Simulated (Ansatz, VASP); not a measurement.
## MgO in VASP and in Ansatz

Contents of INCAR:

```
ALGO     = Normal         # electronic algorithm
EDIFF    = 1E-6           # SCF threshold, eV
ENCUT    = 840            # plane-wave cutoff, eV
GGA      = PE             # functional
GGA_COMPAT= F            
ISIF     = 2              # what is computed and relaxed
ISMEAR   = 0              # smearing method
LASPH    = T              # aspherical terms in the spheres
LCHARG   = F              # write CHGCAR
LREAL    = F              # projectors in reciprocal space
LWAVE    = F              # write WAVECAR
NBANDS   = 15             # bands
NELM     = 120            # most SCF steps
PREC     = Accurate       # precision mode
SIGMA    = 0.02           # smearing width, eV
```

File KPOINTS:

```
k-points
0
Gamma
  10 10 10
```

File POSCAR:

```
MgO
1.0
    0.0000000000      2.1055134772      2.1055134772
    2.1055134772      0.0000000000      2.1055134772
    2.1055134772      2.1055134772      0.0000000000
Mg O
1 1
Direct
    0.0000000000      0.0000000000      0.0000000000
    0.5000000000      0.5000000000      0.5000000000
```

Input for Ansatz:

```yaml
crystal:
  lattice:
    - [0.0, 2.1055134772, 2.1055134772]
    - [2.1055134772, 0.0, 2.1055134772]
    - [2.1055134772, 2.1055134772, 0.0]
  atoms:
    - { symbol: Mg, position: [0.0, 0.0, 0.0] }
    - { symbol: O, position: [0.5, 0.5, 0.5] }
basis:
  ecutwfc: 600.0
kpoints:
  mp_grid: { grid: [10, 10, 10] }
hamiltonian:
  xc: pbe
  pseudopotentials: { kind: paw }
scf:
  occupations: { method: gaussian, width: 0.02 }
output:
  forces: true
  stress: true
  eigenvalues: true
  write_density: true
  write_potential: true
  elf: true
  volumetric_format: npy
```

Alike in both runs: task single point; functional PBE; k mesh 10 × 10 × 10; occupations gaussian, width 0.02 eV; no spin polarisation.

```csv
,VASP,Ansatz
version,VASP 6.6.1,Ansatz 0.2.0
potentials or method,"VASP PAW PBE potentials, release 64 (Mg_sv, O), cutoff 840 eV","scalar-relativistic, plane waves, PAW"
valence electrons in the cell,16,16
```

```tsv
	VASP	Ansatz	Ansatz less VASP
gap on the k mesh at the Fermi level (eV)	4.75	4.75	+0.004
least direct gap on the mesh (eV)	4.75	4.75	+0.004
pressure (GPa)	4.9	4.8	-0.07
```
